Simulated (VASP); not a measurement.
# TeRu (F-43m) in VASP: notebook, part 2 of 2

VASP 6.6.1. The steps go on from the part before.

## (3) Elastic constants, PBEsol

INCAR reads:

```
SYSTEM = TeRu
PREC = Accurate
ENCUT = 600
EDIFF = 1E-8
ISMEAR = 0
SIGMA = 0.05
LREAL = .FALSE.
LASPH = .TRUE.
NELM = 60
ALGO = Normal
ISIF = 3
LWAVE = .FALSE.
LCHARG = .FALSE.
GGA = PS
NBANDS = 17
IBRION = 6
NFREE = 2
POTIM = 0.015
NSW = 1
```

KPOINTS reads:

```
Automatic mesh
0
G
  8 8 8
  0 0 0
```

POSCAR reads:

```
TeRu
1.0
    0.0000000000      2.9070868265      2.9070868265
    2.9070868265      0.0000000000      2.9070868265
    2.9070868265      2.9070868265      0.0000000000
Ru Te
1 1
Direct
    0.0000000000      0.0000000000      0.0000000000
    0.2500000000      0.2500000000      0.2500000000
```

Potentials or basis: VASP PAW PBE potentials, release 64 (Ru_pv, Te).

Run with:

```
> cat potpaw_PBE.64/Ru_pv/POTCAR potpaw_PBE.64/Te/POTCAR > POTCAR
> mpirun -np 1 vasp_std > vasp.out
```

OUTCAR:

```text
SYSTEM = TeRu
   PREC = Accurate
   ENCUT = 600
   EDIFF = 1E-8
   ISMEAR = 0
   LREAL = .FALSE.
   LASPH = .TRUE.
   NELM = 60
   ISIF = 3
   GGA = PS
   IBRION = 6
   NFREE = 2
   POTIM = 0.015
   NSW = 1

 ion  position               nearest neighbor table
   1  0.000  0.000  0.000-   2 2.52   2 2.52   2 2.52   2 2.52
   2  0.250  0.250  0.250-   1 2.52   1 2.52   1 2.52   1 2.52

  LATTYP: Found a face centered cubic cell.
 ALAT       =     5.8141736530

  Lattice vectors:

 A1 = (   0.0000000000,   2.9070868265,   2.9070868265)
 A2 = (   2.9070868265,   0.0000000000,   2.9070868265)
 A3 = (   2.9070868265,   2.9070868265,   0.0000000000)
[... 904 lines left out ...]
          X           Y           Z          XY          YZ          ZX
  --------------------------------------------------------------------------------
  x     0.00000     0.00000     0.00000     0.00000    14.58629     0.00000
  y     0.00000     0.00000     0.00000     0.00000     0.00000    14.58629
  z     0.00000     0.00000     0.00000    14.58629     0.00000     0.00000

 INTERNAL STRAIN TENSOR FOR ION    2 for displacements in x,y,z  (eV/Angst):
          X           Y           Z          XY          YZ          ZX
  --------------------------------------------------------------------------------
  x    -0.00000     0.00000     0.00000     0.00000   -14.56928     0.00000
  y     0.00000     0.00000     0.00000     0.00000     0.00000   -14.56928
  z     0.00000     0.00000    -0.00000   -14.56928     0.00000     0.00000

 Eigenvectors and eigenvalues of the dynamical matrix
 ----------------------------------------------------

   1 f  =    7.343434 THz    46.140154 2PiTHz  244.950579 cm-1    30.369988 meV
             X         Y         Z           dx          dy          dz
      0.000000  0.000000  0.000000     0.747000   -0.000000    0.000000
      1.453543  1.453543  1.453543    -0.664824    0.000000   -0.000000
[... 21 lines left out ...]
   6 f/i=    0.000002 THz     0.000015 2PiTHz    0.000080 cm-1     0.000010 meV
             X         Y         Z           dx          dy          dz
      0.000000  0.000000  0.000000     0.626626   -0.219504    0.033890
      1.453543  1.453543  1.453543     0.704081   -0.246636    0.038079

--------------------------------------------------------------------------------------------------------

 ELASTIC MODULI CONTR FROM IONIC RELAXATION (kBar)
 Direction    XX          YY          ZZ          XY          YZ          ZX
 --------------------------------------------------------------------------------
 XX          -0.0000      0.0000      0.0000      0.0000     -0.0000      0.0000
 YY           0.0000     -0.0000      0.0000      0.0000      0.0000      0.0000
 ZZ           0.0000      0.0000     -0.0000     -0.0000      0.0000      0.0000
 XY           0.0000      0.0000     -0.0000   -556.8384      0.0000      0.0000
 YZ          -0.0000      0.0000      0.0000      0.0000   -556.8384      0.0000
 ZX           0.0000      0.0000      0.0000      0.0000      0.0000   -556.8384
 --------------------------------------------------------------------------------

 TOTAL ELASTIC MODULI (kBar)
 Direction    XX          YY          ZZ          XY          YZ          ZX
 --------------------------------------------------------------------------------
 XX        1007.9046   1142.0597   1142.0597     -0.0000     -0.0000     -0.0000
 YY        1142.0597   1007.9046   1142.0597     -0.0000     -0.0000      0.0000
 ZZ        1142.0597   1142.0597   1007.9046     -0.0000      0.0000      0.0000
 XY          -0.0000     -0.0000     -0.0000    -83.6778      0.0000      0.0000
 YZ          -0.0000     -0.0000      0.0000      0.0000    -83.6778      0.0000
 ZX          -0.0000      0.0000      0.0000      0.0000      0.0000    -83.6778
 --------------------------------------------------------------------------------
```

stdout:

```text
POSCAR found type information on POSCAR RuTe
 POSCAR found :  2 types and       2 ions
 scaLAPACK will be used
 -----------------------------------------------------------------------------
|                                                                             |
|                                                                             |
|     You enforced a specific xc type in the INCAR file but a different       |
|     I HOPE YOU KNOW WHAT YOU ARE DOING!                                     |
|                                                                             |
[... 33 lines left out ...]
 Finite differences progress:
 bond charge predicted
 Finite differences progress:
 bond charge predicted
 Finite differences progress:
 bond charge predicted
 Finite differences progress:
 bond charge predicted
 Finite differences progress:
 bond charge predicted
 Finite differences progress:
```

It took 13 min on 1 thread of AMD EPYC 9R45 (Zen 5), shared host; peak memory 0.36 GiB.

Results:

```
Elastic constants C11, C12, C44                         : 101, 114, -8 GPa
Voigt bulk modulus                                      : 110 GPa
Highest phonon frequency at Γ, LO-TO splitting left out : 245 cm⁻¹
```

Phonon frequencies in cm⁻¹ (negative: imaginary):
```
              q point        frequencies
(0.000, 0.000, 0.000)  0 0 0 245 245 245
```

Elastic tensor in Voigt notation (GPa, in the Cartesian axes of the cell as first typed):
```
101 114 114   0   0   0
114 101 114   0   0   0
114 114 101   0   0   0
  0   0   0  -8   0   0
  0   0   0   0  -8   0
  0   0   0   0   0  -8
```

Clamped-ion elastic tensor (GPa):
```
101 114 114   0   0   0
114 101 114   0   0   0
114 114 101   0   0   0
  0   0   0  47   0   0
  0   0   0   0  47   0
  0   0   0   0   0  47
```

Caveat: the elastic tensor has a negative eigenvalue, so either the cell is unstable as it stands or the mesh is too thin; the PAW data sets were made with another functional, which shifts forces and pressure a little; spin-orbit coupling is left out, which moves the levels of the heavy elements.
